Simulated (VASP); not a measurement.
Input of a VASP 6.6.1 run:

Contents of INCAR:

```
SYSTEM = BaS
ALGO     = Normal         ! electronic algorithm
EDIFF    = 1E-7           ! SCF threshold, eV
ENCUT    = 520            ! plane-wave cutoff, eV
GGA      = PE             ! functional
ISIF     = 2              ! what is computed and relaxed
ISMEAR   = 0              ! smearing method
LASPH    = .TRUE.         ! aspherical terms in the spheres
LCHARG   = .FALSE.        ! write CHGCAR
LREAL    = .FALSE.        ! projectors in reciprocal space
LWAVE    = .FALSE.        ! write WAVECAR
NBANDS   = 15             ! bands
NELM     = 100            ! most SCF steps
PREC     = Accurate       ! precision mode
SIGMA    = 0.01           ! smearing width, eV
```

The input KPOINTS:

```
k-points
0
G
  4 4 4
  0 0 0
```

The input POSCAR:

```
BaS
1.0
    3.7014529090      0.0000000000      0.0000000000
    0.0000000000      3.7014529090      0.0000000000
    0.0000000000      0.0000000000      3.7014529090
Ba S
1 1
Direct
    0.0000000000      0.0000000000      0.0000000000
    0.5000000000      0.5000000000      0.5000000000
```

Potentials or basis: VASP PAW PBE potentials, release 64 (Ba_sv, S).

Command:

```sh
$ cat potpaw_PBE.64/Ba_sv/POTCAR potpaw_PBE.64/S/POTCAR > POTCAR
$ mpirun -np 1 vasp_std > vasp.out
```

Task: Predict the pressure.

Result: 8.0 GPa.

Task: Estimate the band gap on the k mesh.

Result: 1.22 eV, indirect (least direct gap 1.26 eV).

Caveat: the k points lie up to 0.42 Å⁻¹ apart; spin-orbit coupling is left out, which moves the levels of the heavy elements. A k mesh can miss the band edges.
